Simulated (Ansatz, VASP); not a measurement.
## LiGaO in VASP and in Ansatz

File INCAR:

```
SYSTEM = LiGaO
PREC = Accurate ; ENCUT = 520
EDIFF = 1E-6 ; ISMEAR = 0
SIGMA = 0.1 ; LREAL = .False.
LASPH = .True. ; NELM = 150
ALGO = Normal ; ISIF = 2
LWAVE = .False. ; LCHARG = .False.
ISPIN = 2 ; MAGMOM = 0 0 1
LORBIT = 11 ; GGA = PE
NBANDS = 22
```

The input KPOINTS:

```
Automatic mesh
0
Gamma
  6 6 6
  0 0 0
```

File POSCAR:

```
LiGaO
1.0
    3.5761120000      0.0000000000      0.0000000000
    0.0000000000      3.5761120000      0.0000000000
    0.0000000000      0.0000000000      3.1724190000
Li Ga O
1 1 1
Direct
    0.0000000000      0.0000000000      0.5000000000
    0.5000000000      0.5000000000      0.5000000000
    0.0000000000      0.0000000000      0.0000000000
```

Input for Ansatz:

```yaml
crystal:
  lattice:
    - [3.576112, 0.0, 0.0]
    - [0.0, 3.576112, 0.0]
    - [0.0, 0.0, 3.172419]
  atoms:
    - { symbol: Li, position: [0.0, 0.0, 0.5] }
    - { symbol: Ga, position: [0.5, 0.5, 0.5] }
    - { symbol: O, position: [0.0, 0.0, 0.0], spin: 1.0 }
basis:
  ecutwfc: 420
kpoints:
  mp_grid: { grid: [6, 6, 6] }
hamiltonian:
  xc: pbe
scf:
  occupations: { method: gaussian, width: 0.1 }
  lower_state_search: "off"
output:
  forces: true
  stress: true
  eigenvalues: true
  populations: true
magnetization:
  spin_polarized: true
```

Alike in both runs: task single point; functional PBE; k mesh 6 × 6 × 6; occupations gaussian, width 0.1 eV; collinear spin.

```csv
,VASP,Ansatz
version,VASP 6.6.1,Ansatz 0.2.0
potentials or method,"VASP PAW PBE potentials, release 64 (Li_sv, Ga_d, O), cutoff 520 eV","scalar-relativistic, plane waves, PAW"
valence electrons in the cell,22,22
```

|  | VASP | Ansatz | Ansatz less VASP |
| --- | --- | --- | --- |
| net moment per atom (μB) | 0.00 | 0.00 | 0.000 |

Ansatz's warnings: seeded moment not kept.

Noted on VASP's run: the cutoff is under 1.25 times that of the potentials, so the pressure is a little rough.
